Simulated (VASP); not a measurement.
**In2Ga3As3: single point with PBE**

Crystal: In2Ga3As3.

```xyz
8
Lattice="4.1676 0.0000 0.0000 0.0000 4.1676 0.0000 0.0000 0.0000 12.5452" Properties=species:S:1:pos:R:3 pbc="T T T"
In    2.0838    0.0000   10.9215
In    0.0000    2.0838    1.6237
Ga    0.0000    2.0838    7.8633
Ga    2.0838    0.0000    4.6820
Ga    0.0000    0.0000    6.2726
As    2.0838    2.0838    9.2682
As    2.0838    2.0838    3.2771
As    0.0000    0.0000    0.0000
```

```yaml
Program: VASP 6.6.1
Task: single point
Functional: PBE
Potentials_or_basis: VASP PAW PBE potentials, release 64 (In_d, Ga_d, As)
Cutoff: 520 eV
k_mesh: 8 × 8 × 4
Occupations: gaussian, width 0.1 eV
Spin: no spin polarisation
Dipole_correction: no
Further_INCAR_settings: ALGO = Fast; EDIFF = 1e-06; NBANDS = 50
```

- Pressure: 0.1 GPa
- Largest force: 0.010 eV/Å
- Band gap on the k mesh: zero (band 40 reaches 4.85 eV, above the bottom of band 41 at 2.40 eV)

Forces in eV/Å, atoms in the order of the input:
```
In   0.000  0.000 -0.003
In   0.000  0.000  0.003
Ga   0.000  0.000 -0.010
Ga   0.000  0.000  0.010
Ga   0.000  0.000  0.000
As   0.000  0.000  0.005
As   0.000  0.000 -0.005
As   0.000  0.000  0.000
```

Levels at points of the mesh, in eV from the Fermi level:
| k point | band 38 | band 39 | band 40 | band 41 | band 42 | band 43 |
| --- | --- | --- | --- | --- | --- | --- |
| (0.00, 0.00, 0.00) | -0.50 | 0.39 | 0.40 | 1.74 | 1.74 | 2.03 |
| (0.50, 0.00, 0.00) | -0.52 | -0.50 | -0.16 | 1.04 | 1.48 | 1.62 |
| (0.50, 0.50, 0.00) | -2.24 | -1.46 | -1.46 | -0.77 | 1.85 | 1.89 |
| (0.00, 0.00, 0.50) | -0.34 | -0.34 | 1.55 | 1.57 | 1.57 | 2.13 |
| (0.50, 0.00, 0.50) | -0.95 | -0.52 | -0.50 | 1.62 | 1.89 | 2.24 |
| (0.50, 0.50, 0.50) | -2.43 | -1.56 | -1.56 | -0.90 | 2.40 | 2.59 |

It took 17 min on 1 thread of Oxide Virtual Turin-like Processor, on a shared host, peak memory 0.54 GiB.

Caveat: spin-orbit coupling is left out, which moves the levels of the heavy elements.
